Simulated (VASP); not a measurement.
Crystal: Ca.

```xyz
1
Lattice="0.0000 2.7942 2.7942 2.7942 0.0000 2.7942 2.7942 2.7942 0.0000" Properties=species:S:1:pos:R:3 pbc="T T T"
Ca    0.0000    0.0000    0.0000
```

Base run:

| Property | Result |
| --- | --- |
| Program | VASP 6.6.1 |
| Functional | PBE |
| Potentials or basis | VASP PAW PBE potentials, release 64 (Ca_sv) |
| Cutoff | 520 eV |
| k mesh | 8 × 8 × 8 |
| Occupations | gaussian, width 0.1 eV |
| Spin | no spin polarisation |

Its results: band gap on the k mesh zero (band 5 reaches 2.05 eV, above the bottom of band 6 at 1.65 eV); pressure -0.6 GPa.

Problem. The run is repeated on the same cell with these changes: occupations from gaussian, width 0.1 eV to tetrahedron; dispersion from none to D4. What comes out?

Solution. Band gap on the k mesh zero (band 5 reaches 2.05 eV, above the bottom of band 6 at 1.65 eV); pressure -1.3 GPa.

Caveats: pairwise dispersion overbinds metals, which lowers pressure and volume (some runs); tetrahedron occupations give inexact forces and stress in metals (some runs).
